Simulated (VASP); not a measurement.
Wanted: the native input for a VASP 6.6.1 run.

| Property | Result |
| --- | --- |
| Task | single point |
| Functional | PBE |
| Potentials or basis | VASP PAW PBE potentials, release 64 (Al, H) |
| Cutoff | 520 eV |
| k mesh | 5 × 3 × 1 |
| Occupations | gaussian, width 0.1 eV |
| Spin | no spin polarisation |
| Dipole correction | yes |
| Further INCAR settings | LREAL = Auto; ALGO = Normal; EDIFF = 1e-06; NBANDS = 44 |

The structure of Al9H lies in POSCAR:

```
Al9H
1.0
    5.7070863109      0.0000000000      0.0000000000
   -1.4267715777      9.7014842373      0.0000000000
    0.0000000000      0.0000000000     22.7903703632
Al H
18 2
Direct
    0.2662216041      0.0648864163      0.1755127247
    0.7662216041      0.0648864163      0.1755127247
    0.3354806058      0.3419224231      0.2192029853
    0.8354806058      0.3419224231      0.2192029853
    0.1493324061      0.5973296244      0.2279410374
    0.6493324061      0.5973296244      0.2279410374
    0.4631842064      0.8527368258      0.2366790895
    0.9631842064      0.8527368258      0.2366790895
    0.0319772084      0.1277109167      0.2808262503
    0.5319772084      0.1277109167      0.2808262503
    0.0997917590      0.4042231279      0.3301071124
    0.5997917590      0.4042231279      0.3301071124
    0.4144000530      0.6596656505      0.3369822082
    0.9144000530      0.6596656505      0.3369822082
    0.2263076920      0.9110819249      0.3449259127
    0.7263076920      0.9110819249      0.3449259127
    0.2962427236      0.1814071990      0.3857054635
    0.7962427236      0.1814071990      0.3857054635
    0.4193609451      0.9110819249      0.4616147169
    0.5332544390      0.9110819249      0.4616147169
```

One way to write it, as run:

INCAR

```
SYSTEM = Al9H
PREC = Accurate ; ENCUT = 520
EDIFF = 1E-6 ; ISMEAR = 0
SIGMA = 0.1 ; LREAL = Auto
LASPH = .True. ; NELM = 60
ALGO = Normal ; ISIF = 2
LWAVE = .False. ; LCHARG = .True.
LDIPOL = .True. ; IDIPOL = 3
DIPOL = 0.5 0.5 0.300 ; GGA = PE
LELF = .True. ; LVHAR = .True.
LVACPOTAV = .True. ; NBANDS = 44
```

KPOINTS

```
regular mesh
0
Gamma
  5 3 1
  0 0 0
```

Potentials or basis: VASP PAW PBE potentials, release 64 (Al, H).

Launch:

```sh
$ cat potpaw_PBE.64/Al/POTCAR potpaw_PBE.64/H/POTCAR > POTCAR
$ mpirun -np 1 vasp_std > vasp.out
```

Results of the run:

```yaml
Largest_force: 4.929 eV/Å
Band_gap_on_the_k_mesh: zero (bands 28 and 29 overlap by 0.74 eV)
```

Wall time 31 min on 1 thread of Intel Xeon 8259CL, on a shared host, peak memory 1.2 GiB.
